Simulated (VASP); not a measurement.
Write the native input for VASP 6.6.1 that does the following.

| Property | Result |
| --- | --- |
| Task | density of states |
| Functional | PBE |
| Potentials or basis | VASP PAW PBE potentials, release 64 (Ca_sv) |
| Cutoff | 520 eV |
| k mesh | 10 × 10 × 10 |
| Occupations | fermi-dirac, width 0.08 eV |
| Spin | no spin polarisation |
| Dipole correction | no |
| k mesh for the DOS | 15 × 15 × 15 |
| Occupations for the DOS | tetrahedron |
| Further INCAR settings | ALGO = Normal; EDIFF = 1e-07 |

Ca:

```
Ca
1.0
     0.00000    4.30013    4.30013
     4.30013    0.00000    4.30013
     4.30013    4.30013    0.00000
Ca
2
Cartesian
  -1.0750 -1.0750 -1.0750
  1.0750 1.0750 1.0750
```

One way to write it, as run:

POSCAR

```
Ca
1.0
    0.0000000000      4.3001276577      4.3001276577
    4.3001276577      0.0000000000      4.3001276577
    4.3001276577      4.3001276577      0.0000000000
Ca
2
Direct
   -0.1250000000     -0.1250000000     -0.1250000000
    0.1250000000      0.1250000000      0.1250000000
```

INCAR.step1

```
PREC = Accurate
ENCUT = 520
EDIFF = 1E-7
ISMEAR = -1
SIGMA = 0.08
LREAL = False
LASPH = True
NELM = 100
ALGO = Normal
ISIF = 2
LWAVE = False
LCHARG = True
GGA = PE
NBANDS = 17
```

KPOINTS.step1

```
regular mesh
0
Gamma
  10 10 10
```

INCAR.step2

```
PREC = Accurate
ENCUT = 520
EDIFF = 1E-7
ISMEAR = -5
SIGMA = 0.08
LREAL = False
LASPH = True
NELM = 100
ALGO = Normal
ISIF = 2
LWAVE = False
LCHARG = False
GGA = PE
LORBIT = 10
NEDOS = 1001
ICHARG = 11
```

KPOINTS.step2

```
regular mesh
0
Gamma
  15 15 15
```

Potentials or basis: VASP PAW PBE potentials, release 64 (Ca_sv).

The run is started by

```bash
$ cat potpaw_PBE.64/Ca_sv/POTCAR > POTCAR
$ cp INCAR.step1 INCAR
$ cp KPOINTS.step1 KPOINTS
$ mpirun -np 1 vasp_std > vasp.out
$ cp INCAR.step2 INCAR
$ cp KPOINTS.step2 KPOINTS
$ mpirun -np 1 vasp_std > vasp.out
```

It gave:

- Valence electrons inside the program's atomic spheres: Ca 8.03

It took 3 min on 1 thread of Intel(R) Xeon(R) 6975P-C (Granite Rapids), on a shared host, peak memory 0.45 GiB.
